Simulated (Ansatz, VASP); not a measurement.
Two plane-wave programs on Cu

```
Cu
1.0
     0.00000    1.78816    1.78816
     1.78816    0.00000    1.78816
     1.78816    1.78816    0.00000
Cu
1
Direct
  0.00000 0.00000 0.00000
```

Alike in both runs: functional r2SCAN; k mesh 21 × 21 × 21; occupations fermi-dirac, width 0.05 eV; no spin polarisation.

Ansatz relaxed the structure, and its values are those at the end. VASP's run is a single point on that final structure, the one shown.

```csv
,VASP,Ansatz
version,VASP 6.6.1,Ansatz 0.2.0
potentials or method,"VASP PAW PBE potentials, release 64 (Cu)","PAW with Ansatz's default frozen-core files, scalar-relativistic"
plane-wave cutoff (eV),520,500
valence electrons in the cell,11,19
```

Ansatz gave:

* pressure (GPa): 0.0

Task: What did VASP give for the same quantities?

Result: Pressure (GPa): 0.5.

VASP's potentials were made for PBE, not for r2SCAN. VASP's potentials hold 11 valence electrons a cell and Ansatz's 19, so a difference there can come from the potentials and not from the codes.
